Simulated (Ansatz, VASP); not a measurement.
PtS2: VASP beside Ansatz

```
CELL_PARAMETERS angstrom
3.54320 0.00000 0.00000
-1.77160 3.06850 0.00000
0.00000 0.00000 5.03880
ATOMIC_POSITIONS crystal
Pt 0.00000 0.00000 0.00000
S 0.27252 0.60149 0.25000
S 0.66667 0.33333 0.75000
```

Alike in both runs: task single point; functional PBE; k mesh 12 × 12 × 8; occupations gaussian, width 0.05 eV; no spin polarisation.

|  | VASP | Ansatz |
| --- | --- | --- |
| version | VASP 6.6.1 | Ansatz 0.2.0 |
| potentials or method | VASP PAW PBE potentials, release 64 (Pt, S), cutoff 520 eV | scalar-relativistic, plane waves, PAW |
| valence electrons in the cell | 22 | 30 |

Ansatz gave:

* gap on the k mesh at the Fermi level (eV): 0.39
* least direct gap on the mesh (eV): 0.52
* pressure (GPa): 4.4
* traceless stress, the component that is largest in VASP (GPa): 7.27
* rms of the force components (eV/Å): 0.971

Question: Estimate VASP's values.

Answer: gap on the k mesh at the Fermi level (eV): 0.39; least direct gap on the mesh (eV): 0.52; pressure (GPa): 4.0; traceless stress, the component that is largest in VASP (GPa): 7.22; rms of the force components (eV/Å): 0.969.

Atom by atom the forces differ by 0.020 eV/Å (rms over components). VASP's potentials hold 22 valence electrons a cell and Ansatz's 30, so a difference there can come from the potentials and not from the codes.

Neither program's run includes spin-orbit coupling.
